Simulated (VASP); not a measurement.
# Y2AlN3 (R-3m) in VASP: further runs, part 2 of 2

VASP 6.6.1. The steps go on from the part before.

### 3 Single point, PBE

This run uses another cell than the first one, of 18.74 Å³/atom.

File INCAR:

```
  PREC = Accurate
  ENCUT = 600
  EDIFF = 1E-6
  ISMEAR = 0
  SIGMA = 0.1
  LREAL = F
  LASPH = T
  NELM = 120
  ALGO = Normal
  ISIF = 2
  LWAVE = F
  LCHARG = F
  GGA = PE
  NBANDS = 29
  GGA_COMPAT = F
```

File KPOINTS:

```
regular mesh
0
Gamma
  6 6 6
```

File POSCAR:

```
Y2AlN3
1.0
    2.1998580426      1.2700886352      6.7056186622
   -2.1998580426      1.2700886352      6.7056186622
    0.0000000000     -2.5401772640      6.7056186634
Y Al N
2 1 3
Direct
    0.2413906316      0.2413906316      0.2413906316
    0.7586093684      0.7586093684      0.7586093684
    0.0000000000      0.0000000000      0.0000000000
    0.5000000000      0.5000000000      0.0000000000
    0.0000000000      0.5000000000      0.5000000000
    0.5000000000      0.0000000000      0.5000000000
```

Potentials or basis: VASP PAW PBE potentials, release 64 (Y_sv, Al, N).

Launch:

```
> cat potpaw_PBE.64/Y_sv/POTCAR potpaw_PBE.64/Al/POTCAR potpaw_PBE.64/N/POTCAR > POTCAR
> mpirun -np 1 vasp_std > vasp.out
```

Run time: 13 min. Hardware: 1 thread of Intel Xeon 8259CL, shared host; peak memory 0.58 GiB.

Results (log left out):

- Free energy: -39.4643 eV
- Pressure: -0.1 GPa
- Largest force: 0.026 eV/Å
- Band gap on the k mesh: zero (bands 20 and 21 overlap by 1.61 eV)

Forces in eV/Å, atoms in the order of the input:
```
Y    0.000  0.000 -0.026
Y    0.000  0.000  0.026
Al   0.000  0.000  0.000
N    0.000  0.000  0.000
N    0.000  0.000  0.000
N    0.000  0.000  0.000
```

Stress tensor (GPa, compression positive):
```
-0.19  0.00  0.00
 0.00 -0.19  0.00
 0.00  0.00 -0.04
```

Levels at points of the mesh, in eV from the Fermi level:
```tsv
k point	band 17	band 18	band 19	band 20	band 21	band 22	band 23	band 24
(0.00, 0.00, 0.00)	-2.33	-2.33	-0.41	0.29	1.39	2.00	2.00	2.59
(0.50, 0.00, 0.00)	-2.83	-1.94	-1.71	-0.54	0.07	0.15	2.37	2.74
(0.50, 0.50, 0.00)	-2.77	-1.93	-1.58	-0.74	-0.22	0.82	1.45	2.48
(0.50, 0.50, 0.50)	-2.45	-2.31	-1.02	1.39	1.47	1.47	2.18	2.41
```

### 4 Single point, PBE, collinear spin, ferromagnetic start

File INCAR:

```
SYSTEM = Y2AlN3
  PREC = Accurate
  ENCUT = 600
  EDIFF = 1E-6
  ISMEAR = 0
  SIGMA = 0.1
  LREAL = .False.
  LASPH = .True.
  NELM = 200
  ALGO = Normal
  ISIF = 2
  LWAVE = .False.
  LCHARG = .True.
  ISPIN = 2
  MAGMOM = 0 0 0 1 1 1
  LORBIT = 11
  LMAXMIX = 4
  GGA = PE
  LELF = .True.
  LVHAR = .True.
  NBANDS = 33
  GGA_COMPAT = .False.
```

File KPOINTS:

```
regular mesh
0
Gamma
  6 6 6
  0 0 0
```

File POSCAR:

```
Y2AlN3
1.0
    2.3337147800      1.3473708600      5.2800127000
   -2.3337147800      1.3473708600      5.2800127000
    0.0000000000     -2.6947417100      5.2800127000
Y Al N
2 1 3
Direct
    0.2491891100      0.2491891100      0.2491891100
    0.7508108900      0.7508108900      0.7508108900
    0.0000000000      0.0000000000      0.0000000000
    0.5000000000      0.5000000000      0.0000000000
    0.0000000000      0.5000000000      0.5000000000
    0.5000000000      0.0000000000      0.5000000000
```

Potentials or basis: VASP PAW PBE potentials, release 64 (Y_sv, Al, N).

Launch:

```
> cat potpaw_PBE.64/Y_sv/POTCAR potpaw_PBE.64/Al/POTCAR potpaw_PBE.64/N/POTCAR > POTCAR
> mpirun -np 1 vasp_std > vasp.out
```

OUTCAR:

```text
SYSTEM = Y2AlN3
   PREC = Accurate
   ENCUT = 600
   EDIFF = 1E-6
   ISMEAR = 0
   LREAL = .False.
   LASPH = .True.
   NELM = 200
   ISIF = 2
   ISPIN = 2
   LORBIT = 11
   GGA = PE

 ion  position               nearest neighbor table
   1  0.249  0.249  0.249-   5 1.90   6 1.90   4 1.90   3 3.01   3 3.01   3 3.01   2 3.75   2 3.75
                             2 3.75   2 3.79   2 3.79   2 3.79
[... 1933 lines left out ...]
 -----------------------------------------------------------------------------------
      0.00000      0.00000      3.94716        -0.000000     -0.000000    -12.517777
      0.00000      0.00000     11.89287        -0.000000      0.000000     12.517777
      0.00000      0.00000      0.00000        -0.000000     -0.000000     -0.000000
      0.00000      1.34737      5.28001        -0.000000     -0.000000      0.000000
     -1.16686     -0.67369      5.28001         0.000000     -0.000000      0.000000
      1.16686     -0.67369      5.28001         0.000000     -0.000000      0.000000
 -----------------------------------------------------------------------------------
    total drift:                                0.000000      0.000000     -0.000000

  FREE ENERGIE OF THE ION-ELECTRON SYSTEM (eV)
  ---------------------------------------------------
  free  energy   TOTEN  =       -34.6416376829 eV

  energy  without entropy=      -34.6171248958  energy(sigma->0) =      -34.62938129

 total charge

# of ion       s       p       d       f       tot
--------------------------------------------------
    1        2.386   6.774   2.225   0.357  11.742
    2        2.386   6.774   2.225   0.357  11.742
    3        0.397   0.291   0.000   0.000   0.688
    4        1.341   2.413   0.000   0.000   3.755
    5        1.341   2.413   0.000   0.000   3.755
    6        1.341   2.413   0.000   0.000   3.755
--------------------------------------------------
tot          9.192  21.079   4.451   0.713  35.435

 magnetization (x)

# of ion       s       p       d       f       tot
--------------------------------------------------
    1       -0.000   0.000   0.000   0.000   0.000
    2       -0.000   0.000   0.000   0.000   0.000
    3        0.000   0.000   0.000   0.000   0.000
    4        0.000   0.001   0.000   0.000   0.001
    5        0.000   0.001   0.000   0.000   0.001
    6        0.000   0.001   0.000   0.000   0.001
--------------------------------------------------
tot          0.000   0.002   0.000   0.000   0.003
```

stdout:

```text
POSCAR found type information on POSCAR Y AlN
 POSCAR found :  3 types and       6 ions
 scaLAPACK will be used
 LDA part: xc-table for (Slater+PW92), standard interpolation
 POSCAR, INCAR and KPOINTS ok, starting setup
 FFT: planning ... GRIDC
 FFT: planning ... GRID_SOFT
 FFT: planning ... GRID
 WAVECAR not read
 entering main loop
```

Run time: 17 min. Hardware: 1 thread of Intel Xeon 8259CL, shared host; peak memory 0.55 GiB.

Results:

```yaml
Free_energy: -34.6416 eV
Pressure: 41.1 GPa
Largest_force: 12.518 eV/Å
Band_gap_on_the_k_mesh: zero (filled and empty bands overlap)
Net_moment: 0.00 μB per cell
Valence_electrons_inside_the_program's_atomic_spheres: Y 11.74; Al 0.69; N 3.75
```

Forces in eV/Å, atoms in the order of the input:
```
Y     0.000   0.000 -12.518
Y     0.000   0.000  12.518
Al    0.000   0.000   0.000
N     0.000   0.000   0.000
N     0.000   0.000   0.000
N     0.000   0.000   0.000
```

Caveat: the cell stands under pressure; forces of over 1 eV/Å act on the atoms, so gaps and moduli don't describe the material at rest.

### 5 Summary

```tsv
spin	cell	cutoff (eV)	gap on the mesh (eV)	pressure (GPa)	largest force (eV/Å)
off	a = 5.928 Å, angles 46.4°, 6 atoms, atomic positions A	520	none	41.2	12.52
off	a = 7.171 Å, angles 35.7°, 6 atoms, atomic positions B	600	none	-0.1	0.03
collinear, ferromagnetic start	a = 5.928 Å, angles 46.4°, 6 atoms, atomic positions A	600	none	41.1	12.52
```

Alike in all rows: task single point; level PBE; potentials or basis VASP PAW PBE potentials, release 64 (Y_sv, Al, N); k mesh 6 × 6 × 6; smearing gaussian 0.1 eV.

Caveats: the cell stands under pressure (at least some runs); forces of over 1 eV/Å act on the atoms, so gaps and moduli don't describe the material at rest (at least some runs).

Total energies depend on the potentials used, so only differences within one code and one set of settings carry meaning.
